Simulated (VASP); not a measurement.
# Al9H in VASP: a series of runs

Al9H is run at these levels: PBE; tasks: single point.

Program: VASP 6.6.1. These are calculated values, not measurements. Logs are shortened: lines on timing, memory, paths and dates and some standing lists are left out, and cuts for length are marked.

### 1 The cell of the first run

The cell holds a slab with vacuum, 20 atoms: a = 5.707 Å, b = 9.806 Å, c = 22.790 Å, α = 90.00°, β = 90.00°, γ = 98.37°.

### 2 Single point, PBE

File INCAR:

```
ALGO = Normal ; DIPOL = 0.5 0.5 0.308
EDIFF = 1E-6 ; ENCUT = 520
GGA = PE ; IDIPOL = 3
ISIF = 2 ; ISMEAR = 0
LASPH = T ; LCHARG = F
LDIPOL = T ; LREAL = Auto
LWAVE = F ; NBANDS = 44
NELM = 60 ; PREC = Accurate
SIGMA = 0.1
```

File KPOINTS:

```
k-points
0
Gamma
  5 3 1
```

File POSCAR:

```
Al9H
1.0
    5.7070863106      0.0000000000      0.0000000000
   -1.4267715776      9.7014842380      0.0000000000
    0.0000000000      0.0000000000     22.7903703519
Al H
18 2
Direct
    0.2662216041      0.0648864163      0.1755127248
    0.7662216041      0.0648864163      0.1755127248
    0.3354806058      0.3419224231      0.2192029854
    0.8354806058      0.3419224231      0.2192029854
    0.1493324061      0.5973296244      0.2279410375
    0.6493324061      0.5973296244      0.2279410375
    0.4631842064      0.8527368258      0.2366790896
    0.9631842065      0.8527368258      0.2366790896
    0.0319772093      0.1277109169      0.2808262502
    0.5319772093      0.1277109169      0.2808262502
    0.0997917601      0.4042231294      0.3301071124
    0.5997917601      0.4042231294      0.3301071124
    0.4144000537      0.6596656514      0.3369822081
    0.9144000537      0.6596656514      0.3369822081
    0.2263076916      0.9110819252      0.3449259130
    0.7263076916      0.9110819252      0.3449259130
    0.2962427243      0.1814072004      0.3857054631
    0.7962427243      0.1814072004      0.3857054631
    0.6062643800      0.3914885899      0.5436669155
    0.6062643800      0.4577756274      0.5436669155
```

Potentials or basis: VASP PAW PBE potentials, release 64 (Al, H).

Launch:

```sh
$ cat potpaw_PBE.64/Al/POTCAR potpaw_PBE.64/H/POTCAR > POTCAR
$ mpirun -np 1 vasp_std > vasp.out
```

OUTCAR:

```text
EDIFF = 1E-6
   ENCUT = 520
   GGA = PE
   ISIF = 2
   ISMEAR = 0
   LASPH = T
   LREAL = Auto
   NELM = 60
   PREC = Accurate

 ion  position               nearest neighbor table
   1  0.266  0.065  0.176-   2 2.85   2 2.85   9 2.86  10 2.86   7 2.87   8 2.87   3 2.87
   2  0.766  0.065  0.176-   1 2.85   1 2.85  10 2.86   9 2.86   8 2.87   7 2.87   4 2.87
   3  0.335  0.342  0.219-   4 2.85   4 2.85   6 2.87   5 2.87   1 2.87   9 2.89  10 2.89  12 2.96
                            11 2.97
   4  0.835  0.342  0.219-   3 2.85   3 2.85   5 2.87   6 2.87   2 2.87  10 2.89   9 2.89  11 2.96
                            12 2.97
   5  0.149  0.597  0.228-   6 2.85   6 2.85   4 2.87   3 2.87   8 2.87   7 2.87  13 2.93  14 2.93
                            11 2.99
   6  0.649  0.597  0.228-   5 2.85   5 2.85   3 2.87   4 2.87   7 2.87   8 2.87  14 2.93  13 2.93
                            12 2.99
   7  0.463  0.853  0.237-  10 2.85   8 2.85   8 2.85   1 2.87   2 2.87   5 2.87   6 2.87  16 2.90
                            15 2.91  13 2.96
   8  0.963  0.853  0.237-   9 2.85   7 2.85   7 2.85   1 2.87   2 2.87   5 2.87   6 2.87  15 2.90
                            16 2.91  14 2.96
   9  0.032  0.128  0.281-  18 2.83  17 2.83   8 2.85  10 2.85  10 2.85   1 2.86   2 2.86   3 2.89
                             4 2.89  11 2.91  15 2.93  16 2.93
  10  0.532  0.128  0.281-  17 2.83  18 2.83   7 2.85   9 2.85   9 2.85   2 2.86   1 2.86   4 2.89
                             3 2.89  12 2.91  16 2.93  15 2.93
  11  0.100  0.404  0.330-  12 2.85  12 2.85  14 2.86  13 2.87  18 2.88  17 2.89   9 2.91   4 2.96
                             3 2.97   5 2.99
  12  0.600  0.404  0.330-  11 2.85  11 2.85  13 2.86  14 2.87  17 2.88  18 2.89  10 2.91   3 2.96
                             4 2.97   6 2.99
  13  0.414  0.660  0.337-  16 2.83  15 2.83  14 2.85  14 2.85  12 2.86  11 2.87   5 2.93   6 2.93
                             7 2.96
  14  0.914  0.660  0.337-  15 2.83  16 2.83  13 2.85  13 2.85  11 2.86  12 2.87   6 2.93   5 2.93
                             8 2.96
  15  0.226  0.911  0.345-  17 2.78  14 2.83  13 2.83  16 2.85  16 2.85   8 2.90   7 2.91   9 2.93
                            10 2.93
  16  0.726  0.911  0.345-  18 2.78  13 2.83  14 2.83  15 2.85  15 2.85   7 2.90   8 2.91  10 2.93
                             9 2.93
  17  0.296  0.181  0.386-  15 2.78  10 2.83   9 2.83  18 2.85  18 2.85  12 2.88  11 2.89
  18  0.796  0.181  0.386-  16 2.78   9 2.83  10 2.83  17 2.85  17 2.85  11 2.88  12 2.89
  19  0.606  0.391  0.544-  20 0.65
  20  0.606  0.458  0.544-  19 0.65

  LATTYP: Found a simple monoclinic cell.
 ALAT       =     5.7070863106
 B/A-ratio  =     3.9933460108
 C/A-ratio  =     1.7181865166
 COS(beta)  =    -0.1455022476

  Lattice vectors:

 A1 = (   5.7070863106,   0.0000000000,   0.0000000000)
 A2 = (   0.0000000000,   0.0000000000, -22.7903703519)
 A3 = (  -1.4267715776,   9.7014842380,   0.0000000000)

Analysis of symmetry for initial positions (statically):
=====================================================================
 Subroutine PRICEL returns:
 Original cell was already a primitive cell.

 Routine SETGRP: Setting up the symmetry group for a
 simple monoclinic supercell.

 Subroutine GETGRP returns: Found  1 space group operations
 (whereof  1 operations were pure point group operations)
 out of a pool of  4 trial point group operations.

The static configuration has the point symmetry C_1 .

Analysis of symmetry for dynamics (positions and initial velocities):
=====================================================================
 Subroutine PRICEL returns:
 Original cell was already a primitive cell.

 Routine SETGRP: Setting up the symmetry group for a
 simple monoclinic supercell.

 Subroutine GETGRP returns: Found  1 space group operations
 (whereof  1 operations were pure point group operations)
 out of a pool of  4 trial point group operations.

The dynamic configuration has the point symmetry C_1 .

 Subroutine INISYM returns: Found  1 space group operations
 (whereof  1 operations are pure point group operations),
 and found     1 'primitive' translations

----------------------------------------------------------------------------------------

                                     Primitive cell

  volume of cell :    1261.8392

  direct lattice vectors                    reciprocal lattice vectors
     5.707086311  0.000000000  0.000000000     0.175220760  0.025769253  0.000000000
    -1.426771578  9.701484238  0.000000000     0.000000000  0.103077011  0.000000000
     0.000000000  0.000000000 22.790370352     0.000000000  0.000000000  0.043878181

  length of vectors
     5.707086311  9.805838748 22.790370352     0.177105531  0.103077011  0.043878181

  position of ions in fractional coordinates (direct lattice)
     0.266221604  0.064886416  0.175512725
     0.766221604  0.064886416  0.175512725
     0.335480606  0.341922423  0.219202985
     0.835480606  0.341922423  0.219202985
     0.149332406  0.597329624  0.227941038
     0.649332406  0.597329624  0.227941038
[... 12 lines left out ...]
     0.606264380  0.391488590  0.543666915
     0.606264380  0.457775627  0.543666915

  ion indices of the primitive-cell ions
   primitive index   ion index
                 1           1
                 2           2
                 3           3
                 4           4
                 5           5
                 6           6
[... 12 lines left out ...]
                19          19
                20          20

----------------------------------------------------------------------------------------

 KPOINTS: k-points

Automatic generation of k-mesh.
 Grid dimensions read from file:
 generate k-points for:    5    3    1

 Generating k-lattice:

  Cartesian coordinates                     Fractional coordinates (reciprocal lattice)
     0.035044152  0.005153851  0.000000000     0.200000000 -0.000000000  0.000000000
     0.000000000  0.034359004  0.000000000     0.000000000  0.333333333  0.000000000
     0.000000000  0.000000000  0.043878181     0.000000000  0.000000000  1.000000000

  Length of vectors
     0.035421106  0.034359004  0.043878181

  Shift w.r.t. Gamma in fractional coordinates (k-lattice)
     0.000000000  0.000000000  0.000000000

 Subroutine IBZKPT returns following result:
 ===========================================

 Found      8 irreducible k-points:

 Following reciprocal coordinates:
            Coordinates               Weight
  0.000000  0.000000  0.000000      1.000000
  0.200000 -0.000000  0.000000      2.000000
  0.400000 -0.000000  0.000000      2.000000
  0.000000  0.333333  0.000000      2.000000
  0.200000  0.333333  0.000000      2.000000
  0.400000  0.333333  0.000000      2.000000
 -0.400000  0.333333  0.000000      2.000000
 -0.200000  0.333333  0.000000      2.000000
   k-points           NKPTS =      8   k-points in BZ     NKDIM =      8   number of bands    NBANDS=     44
   number of dos      NEDOS =    301   number of ions     NIONS =     20
   total plane-waves  NPLWV = 604800
   dimension x,y,z NGX =    42 NGY =   80 NGZ =  180
   dimension x,y,z NGXF=    84 NGYF=  160 NGZF=  360
   ions per type =              18   2
   NGX,Y,Z   is equivalent  to a cutoff of  12.23, 13.56, 13.13 a.u.
   NGXF,Y,Z  is equivalent  to a cutoff of  24.47, 27.13, 26.26 a.u.
 SYSTEM =  unknown system
   PREC   = accura    normal or accurate (medium, high low for compatibility)
   ISTART =      0    job   : 0-new  1-cont  2-samecut
   ICHARG =      2    charge: 1-file 2-atom 10-const
   ISPIN  =      1    spin polarized calculation?
   LNONCOLLINEAR =      F non collinear calculations
   LSORBIT =      F    spin-orbit coupling
   LASPH  =      T    aspherical Exc in radial PAW
   ENCUT  =  520.0 eV  38.22 Ry    6.18 a.u.  10.61 18.23 42.37*2*pi/ulx,y,z
   NELM   =     60;   NELMIN=  2; NELMDL= -5     # of ELM steps
   EDIFF  = 0.1E-05   stopping-criterion for ELM
   LREAL  =      T    real-space projection
   EDIFFG = 0.1E-04   stopping-criterion for IOM
   NSW    =      0    number of steps for IOM
   IBRION =     -1    ionic relax: 0-MD 1-quasi-New 2-CG
   NFREE  =      0    steps in history (QN), initial steepest desc. (CG)
   ISIF   =      2    stress and relaxation
   ISYM   =      2    0-nonsym 1-usesym 2-fastsym
   POTIM  = 0.5000    time-step for ionic-motion
   TEBEG  =    0.0;   TEEND  =   0.0 temperature during run
   PSTRESS=    0.0 pullay stress
   NELECT =      56.0000    total number of electrons
   NUPDOWN=      -1.0000    fix difference up-down
   EMIN   =  10.00;   EMAX   =-10.00  energy-range for DOS
   EFERMI =   0.00;   METHOD = LEGACY
   ISMEAR =     0;   SIGMA  =   0.10  broadening in eV -4-tet -1-fermi 0-gaus
   EFERMI_NEDOS =   21; number of points for ismear=-14 and -15
   IALGO  =     38    algorithm
   IMIX   =      4    mixing-type and parameters
     AMIX     =   0.40;   BMIX     =  1.00
     AMIX_MAG =   1.60;   BMIX_MAG =  1.00
  volume/ion in A,a.u.               =      63.09       425.77
  Fermi-wavevector in a.u.,A,eV,Ry     =   0.579610  1.095305  4.570853  0.335948
  Thomas-Fermi vector in A             =   1.623387
   LORBIT       =      0    0 simple, 1 ext, 2 COOP (PROOUT), +10 PAW based schemes
   GGA     = PE    functional components
   LHFCALC =     F    Hartree Fock is set to
   AEXX    =    0.0000 exact exchange contribution
   IVDW    =     0    specifies the selected vdW correction
   LEPSILON=     F    determine dielectric tensor
   LRPA    =     F    only Hartree local field effects (RPA)
 non-spin polarized calculation
 Gauss-broadening in eV      SIGMA  =   0.10
  energy-cutoff  :      520.00
  volume of cell :     1261.84
 maximum number of plane-waves:     34010
   NGX = 21   NGY = 37   NGZ = 85

 number of electron      55.9999999 magnetization

 dipolmoment           0.000000      0.000000     -0.001205 electrons x Angstroem

 Free energy of the ion-electron system (eV)
  ---------------------------------------------------
  ext. energy  EPLUGINS =         0.00000000
  ---------------------------------------------------
  free energy    TOTEN  =       -67.81587179 eV

  energy without entropy =      -67.76970735  energy(sigma->0) =      -67.79278957

 E-fermi :  -1.1942     XC(G=0):  -3.4451

 val. band max:       -1.2143051212   @ k =   0.0000   0.3333   0.0000
 cond. band min:      -1.1773991106   @ k =   0.2000  -0.0000   0.0000
 fundamental gap:      0.0369060106
 Fermi energy:        -1.1941613734

 k-point     1 :       0.0000    0.0000    0.0000
  band No.  band energies     occupation
      1     -11.2638      2.00000
      2      -9.7229      2.00000
      3      -9.6237      2.00000
      4      -8.9767      2.00000
      5      -7.9232      2.00000
      6      -7.1648      2.00000
[... 32 lines left out ...]
     39       0.8535      0.00000
     40       0.8756      0.00000

 k-point     2 :       0.2000   -0.0000    0.0000
  band No.  band energies     occupation
      1     -11.0793      2.00000
      2      -9.6497      2.00000
      3      -9.3316      2.00000
      4      -8.7950      2.00000
      5      -8.3415      2.00000
      6      -7.9211      2.00000
[... 247 lines left out ...]
     39       1.1758      0.00000
     40       1.2328      0.00000

 k-point     8 :      -0.2000    0.3333    0.0000
  band No.  band energies     occupation
      1     -10.9715      2.00000
      2     -10.2255      2.00000
      3      -8.7599      2.00000
      4      -8.4966      2.00000
      5      -8.1564      2.00000
      6      -7.9217      2.00000
[... 32 lines left out ...]
     39       0.8881      0.00000
     40       1.0393      0.00000
 [bands above 40 left out]

------------------------ aborting loop because EDIFF is reached ----------------------------------------

 vacuum level on the upper side and lower side of the slab       (xc-potential included)        -0.067        -0.048

  FORCE on cell =-STRESS in cart. coord.  units (eV):
  Direction    XX          YY          ZZ          XY          YZ          ZX
  --------------------------------------------------------------------------------------
  -------------------------------------------------------------------------------------
  Total      -11.7062201     -9.5503459     -0.2700710     -0.3794721     -0.5485686      0.0095809
  in kB      -14.8635744    -12.1262265     -0.3429134     -0.4818217     -0.6965263      0.0121651
  external PRESSURE =      -9.1109048 kB  Pullay stress =       0.0000000 kB

 VOLUME and BASIS-vectors are now :
 -----------------------------------------------------------------------------
  energy-cutoff  :      520.00
  volume of cell :     1261.84
      direct lattice vectors                 reciprocal lattice vectors
     5.707086311  0.000000000  0.000000000     0.175220760  0.025769253  0.000000000
    -1.426771578  9.701484238  0.000000000     0.000000000  0.103077011  0.000000000
     0.000000000  0.000000000 22.790370352     0.000000000  0.000000000  0.043878181

 POSITION                                       TOTAL-FORCE (eV/Angst)
 -----------------------------------------------------------------------------------
      1.42677      0.62949      4.00000        -0.006032      0.155170      0.033337
      4.28031      0.62949      4.00000        -0.006410      0.155176      0.033338
      1.42677      3.31715      4.99572         0.006096      0.034734      0.062441
      4.28031      3.31715      4.99572         0.005380      0.034818      0.062192
      0.00000      5.79498      5.19486        -0.001119     -0.073731      0.030011
      2.85354      5.79498      5.19486        -0.001317     -0.074022      0.029894
[... 12 lines left out ...]
      2.90144      3.79802     12.39037         0.711427     -4.835212     -0.004030
      2.80686      4.44110     12.39037        -0.710789      4.837650     -0.000360
 -----------------------------------------------------------------------------------
    total drift:                               -0.008005     -0.032367     -0.007004

  FREE ENERGIE OF THE ION-ELECTRON SYSTEM (eV)
  ---------------------------------------------------
  free  energy   TOTEN  =       -67.8158717913 eV

  energy  without entropy=      -67.7697073460  energy(sigma->0) =      -67.79278957

 vacuum level on the upper side and lower side of the slab         2.929         2.938
```

It took 14 min on 1 thread of Intel Xeon Platinum 8488C (Sapphire Rapids), shared host; peak memory 1.2 GiB.

What came out:

* Free energy: -67.8159 eV
* Largest force: 4.890 eV/Å
* Band gap on the k mesh: zero (bands 28 and 29 overlap by 0.73 eV)

Forces on the atoms (eV/Å):
```
Al  -0.006  0.155  0.033
Al  -0.006  0.155  0.033
Al   0.006  0.035  0.062
Al   0.005  0.035  0.062
Al  -0.001 -0.074  0.030
Al  -0.001 -0.074  0.030
Al   0.002 -0.100 -0.119
Al   0.002 -0.100 -0.119
Al   0.000  0.009 -0.002
Al   0.000  0.008 -0.003
Al   0.004 -0.012  0.000
Al   0.004 -0.012  0.000
Al  -0.004 -0.009 -0.004
Al  -0.004 -0.009 -0.004
Al  -0.003  0.000  0.001
Al  -0.003  0.000  0.001
Al   0.003 -0.005  0.001
Al   0.002 -0.005  0.001
H    0.711 -4.835 -0.004
H   -0.711  4.838  0.000
```

Levels at points of the mesh, in eV from the Fermi level:
| k point | band 24 | band 25 | band 26 | band 27 | band 28 | band 29 | band 30 | band 31 | band 32 | band 33 |
| --- | --- | --- | --- | --- | --- | --- | --- | --- | --- | --- |
| (0.00, 0.00, 0.00) | -1.49 | -1.12 | -1.08 | -0.94 | -0.62 | -0.58 | -0.27 | 0.11 | 0.90 | 1.25 |

### 3 Single point, PBE

File INCAR:

```
PREC     = Accurate       # precision mode
ENCUT    = 520            # plane-wave cutoff, eV
EDIFF    = 1E-6           # SCF threshold, eV
ISMEAR   = 0              # smearing method
SIGMA    = 0.1            # smearing width, eV
LREAL    = Auto         
LASPH    = T              # aspherical terms in the spheres
NELM     = 80             # most SCF steps
ALGO     = Normal         # electronic algorithm
ISIF     = 2              # what is computed and relaxed
LWAVE    = F              # write WAVECAR
LCHARG   = F              # write CHGCAR
LDIPOL   = T            
IDIPOL   = 3            
DIPOL    = 0.5 0.5 0.294
GGA      = PE             # functional
NBANDS   = 44             # bands
```

File KPOINTS:

```
Automatic mesh
0
Gamma
  5 3 1
```

POSCAR: that of step 2 with these lines changed.

```diff
@@ -26,3 +26,3 @@
     0.7962427243      0.1814072004      0.3857054631
-    0.6062643800      0.3914885899      0.5436669155
-    0.6062643800      0.4577756274      0.5436669155
+    0.6062643800      0.3777722722      0.4054506447
+    0.6062643800      0.4714919451      0.4054506447
```

Potentials or basis: VASP PAW PBE potentials, release 64 (Al, H).

Launch:

```sh
$ cat potpaw_PBE.64/Al/POTCAR potpaw_PBE.64/H/POTCAR > POTCAR
$ mpirun -np 1 vasp_std > vasp.out
```

It took 22 min on 1 thread of Intel Xeon Platinum 8488C (Sapphire Rapids), shared host; peak memory 1.2 GiB.

It converged, with:

* Free energy: -66.9489 eV
* Largest force: 1.651 eV/Å
* Band gap on the k mesh: zero (bands 28 and 29 overlap by 0.48 eV)

Forces in eV/Å, atoms in the order of the input:
```
Al  -0.106  0.151  0.030
Al   0.097  0.178 -0.008
Al  -0.075 -0.017 -0.043
Al   0.088  0.002 -0.039
Al  -0.024 -0.102  0.015
Al   0.032 -0.071  0.110
Al  -0.027 -0.082 -0.142
Al   0.019 -0.073 -0.139
Al   0.013  0.001  0.008
Al  -0.037  0.050  0.042
Al   0.032 -0.001 -0.046
Al  -0.032  0.101 -0.957
Al  -0.075 -0.040 -0.049
Al   0.059 -0.031 -0.095
Al   0.005  0.060 -0.013
Al   0.003  0.062  0.018
Al  -0.119 -0.244 -0.081
Al   0.094 -0.198 -0.080
H   -0.156  1.122  1.201
H    0.208 -0.868  0.267
```

Levels at points of the mesh, in eV from the Fermi level:
```
           k point  band 24  band 25  band 26  band 27  band 28  band 29  band 30  band 31  band 32  band 33
(0.00, 0.00, 0.00)    -1.42    -1.10    -1.03    -0.95    -0.63    -0.34    -0.25     0.11     0.85     1.24
```

### 4 Single point, PBE

File INCAR:

```
PREC = Accurate
ENCUT = 520
EDIFF = 1E-7
ISMEAR = 0
SIGMA = 0.1
LREAL = Auto
LASPH = T
NELM = 100
ALGO = Normal
ISIF = 2
LWAVE = F
LCHARG = F
LDIPOL = T
IDIPOL = 3
DIPOL = 0.5 0.5 0.297
GGA = PE
NBANDS = 44
```

KPOINTS is that of step 3.

POSCAR: that of step 3 with these lines changed.

```diff
@@ -26,3 +26,3 @@
     0.7962427243      0.1814072004      0.3857054631
-    0.6062643800      0.3777722722      0.4054506447
-    0.6062643800      0.4714919451      0.4054506447
+    0.6062643800      0.3777722722      0.4335326807
+    0.6062643800      0.4714919451      0.4335326807
```

Launch:

```sh
$ cat potpaw_PBE.64/Al/POTCAR potpaw_PBE.64/H/POTCAR > POTCAR
$ mpirun -np 1 vasp_std > vasp.out
```

Run time: 16 min. Hardware: 1 thread of Intel Xeon Platinum 8488C (Sapphire Rapids), shared host; peak memory 1.2 GiB.

It converged, with:

```
Free energy            : -67.4274 eV
Largest force          : 2.771 eV/Å
Band gap on the k mesh : zero (bands 28 and 29 overlap by 0.70 eV)
```

Forces in eV/Å, atoms in the order of the input:
```
Al  -0.051  0.125  0.022
Al   0.042  0.152  0.008
Al   0.014  0.027  0.032
Al  -0.002  0.019  0.014
Al   0.000 -0.115  0.042
Al  -0.005 -0.100  0.024
Al  -0.007 -0.084 -0.137
Al   0.008 -0.073 -0.119
Al  -0.005  0.016  0.000
Al  -0.006  0.047 -0.006
Al   0.020 -0.022 -0.006
Al  -0.008 -0.005 -0.151
Al  -0.015 -0.058 -0.029
Al   0.002 -0.049 -0.045
Al   0.005  0.032 -0.013
Al  -0.003  0.049  0.006
Al  -0.025 -0.106 -0.070
Al   0.028 -0.111 -0.066
H   -0.401  2.727  0.285
H    0.410 -2.471  0.208
```

Levels at points of the mesh, in eV from the Fermi level:
```
           k point  band 25  band 26  band 27  band 28  band 29  band 30  band 31  band 32
(0.00, 0.00, 0.00)    -1.10    -1.07    -0.95    -0.61    -0.56    -0.28     0.11     0.95
```

[end of part 1 of 2]
